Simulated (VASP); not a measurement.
A run of VASP 6.6.1:

Contents of INCAR:

```
PREC = Accurate
ENCUT = 520
EDIFF = 1E-6
ISMEAR = 0
SIGMA = 0.05
LREAL = F
LASPH = T
NELM = 80
ALGO = Normal
ISIF = 2
LWAVE = F
LCHARG = F
GGA = PE
NBANDS = 34
```

File KPOINTS:

```
regular mesh
0
Gamma
  8 8 8
```

The input POSCAR:

```
FeSi
1.0
    4.1292040440      0.0000000000      0.0000000000
    0.0000000000      4.1292040440      0.0000000000
    0.0000000000      0.0000000000      4.1292040440
Fe Si
4 4
Direct
    0.1427556410      0.1427556410      0.1427556410
    0.3572443590      0.8572443590      0.6427556410
    0.6427556410      0.3572443590      0.8572443590
    0.8572443590      0.6427556410      0.3572443590
    0.8437989359      0.8437989359      0.8437989359
    0.6562010641      0.1562010641      0.3437989359
    0.3437989359      0.6562010641      0.1562010641
    0.1562010641      0.3437989359      0.6562010641
```

Potentials or basis: VASP PAW PBE potentials, release 64 (Fe, Si).

Run with:

```sh
$ cat potpaw_PBE.64/Fe/POTCAR potpaw_PBE.64/Si/POTCAR > POTCAR
$ mpirun -np 1 vasp_std > vasp.out
```

Hardware: 1 thread of AMD EPYC 7R43 64-Core Processor (Zen 3) (shared host).

Question: How long does it take, and how much memory?

Answer: Wall time 2 min on 1 thread of AMD EPYC 7R43 64-Core Processor (Zen 3) (shared host), peak memory 0.19 GiB. Counts: scf iterations 14, k points 45.
